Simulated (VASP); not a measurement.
Zr3TiB4: relaxation of cell and atoms with PBE

Zr3TiB4:

```xyz
8
Lattice="3.1244 0.0000 0.0000 -1.5622 2.7058 0.0000 0.0000 0.0000 12.2560" Properties=species:S:1:pos:R:3 pbc="T T T"
Zr    0.0000    0.0000    8.9149
Zr    0.0000    0.0000    3.3411
Zr    0.0000    1.8039    6.1280
Ti    0.0000    0.0000    0.0000
B     0.0000    1.8039   10.6660
B     1.5622    0.9019   10.6625
B     0.0000    1.8039    1.5900
B     1.5622    0.9019    1.5934
```

```json
{"Program": "VASP 6.6.1", "Task": "relaxation of cell and atoms", "Functional": "PBE", "Potentials or basis": "VASP PAW PBE potentials, release 64 (Zr_sv, Ti_sv, B)", "Cutoff": "600 eV", "k mesh": "12 × 12 × 4", "Occupations": "gaussian, width 0.1 eV", "Spin": "no spin polarisation", "Dipole correction": "no", "Further INCAR settings": "ALGO = Normal; EDIFF = 1e-06; IBRION = 2; EDIFFG = -0.001; NSW = 80; ISIF = 3"}
```

```json
{
 "Relaxed volume": "12.96 Å³/atom",
 "Relaxed cell": "a = 3.125 Å, b = 3.125 Å, c = 12.256 Å, α = 90.00°, β = 90.00°, γ = 120.00°",
 "Space group after relaxing (to 0.1 Å)": "P-6m2 (No. 187)",
 "Energy gained by relaxing": "0.0 meV/atom",
 "Ionic steps": "28",
 "Pressure after relaxing": "0.0 GPa",
 "Band gap on the k mesh": "zero (bands 30 and 31 overlap by 0.80 eV)"
}
```

Final structure:
```
Zr Ti B
1.0
     3.12501    0.00000    0.00000
    -1.56250    2.70634    0.00000
     0.00000    0.00000   12.25628
Zr Ti B
3 1 4
Direct
  0.00000 0.00000 0.72730
  0.00000 0.00000 0.27270
  0.33333 0.66667 0.50000
  0.00000 0.00000 0.00000
  0.33333 0.66667 0.87022
  0.66667 0.33333 0.86994
  0.33333 0.66667 0.12978
  0.66667 0.33333 0.13006
```

Levels at points of the mesh, in eV from the Fermi level:
```
           k point  band 26  band 27  band 28  band 29  band 30  band 31  band 32  band 33  band 34  band 35
(0.00, 0.00, 0.00)    -1.34    -0.54    -0.29     0.14     0.30     0.30     0.92     0.92     1.35     1.35
(0.50, 0.00, 0.00)    -2.54    -2.30    -1.87    -1.52    -0.22     0.98     1.04     1.67     2.59     2.63
(0.00, 0.00, 0.50)    -1.33    -0.74    -0.37     0.29     0.29     0.41     0.91     0.91     1.38     1.38
(0.50, 0.00, 0.50)    -2.60    -2.09    -1.98    -1.52    -0.20     0.93     1.03     2.06     2.14     2.54
```

It took 54 min on 1 thread of Oxide Virtual Turin-like Processor, on a shared host, peak memory 0.41 GiB.
